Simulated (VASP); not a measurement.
CuO2 (fluorite type): single point with PBE

The system is CuO2 (fluorite type).

```
Cu O
1.0
     0.00000    2.41681    2.41681
     2.41681    0.00000    2.41681
     2.41681    2.41681    0.00000
Cu O
1 2
Direct
  0.00000 0.00000 0.00000
  0.25000 0.25000 0.25000
  0.75000 0.75000 0.75000
```

```json
{"Program": "VASP 6.6.1", "Task": "single point", "Functional": "PBE", "Potentials or basis": "VASP PAW PBE potentials, release 64 (Cu, O)", "Cutoff": "520 eV", "k mesh": "39 × 39 × 39", "Occupations": "fermi-dirac, width 0.0612256 eV", "Spin": "no spin polarisation"}
```

The pressure is 0.6 GPa and the band gap on the k mesh is zero (an odd number of electrons rules out a gap without spin polarisation).

Levels at points of the mesh, in eV from the Fermi level:
```csv
k point,band 8,band 9,band 10,band 11,band 12,band 13,band 14,band 15
"(0.00, 0.00, 0.00)",-1.01,-1.01,-1.01,-0.08,-0.08,-0.08,5.76,11.92
```

Run time: 17 min on 1 thread of Intel(R) Xeon(R) Platinum 8488C (Sapphire Rapids), with other jobs on the host, peak memory 0.77 GiB.

Caveat: an odd number of electrons without spin polarisation forces a metal; a magnetic or distorted state may lie lower; semilocal functionals often make such compounds metallic where correlation or magnetic order opens a gap, which also shifts bond lengths. With open d or f shells a metallic result of PBE can be an artefact of self-interaction; +U or a hybrid may open a gap.
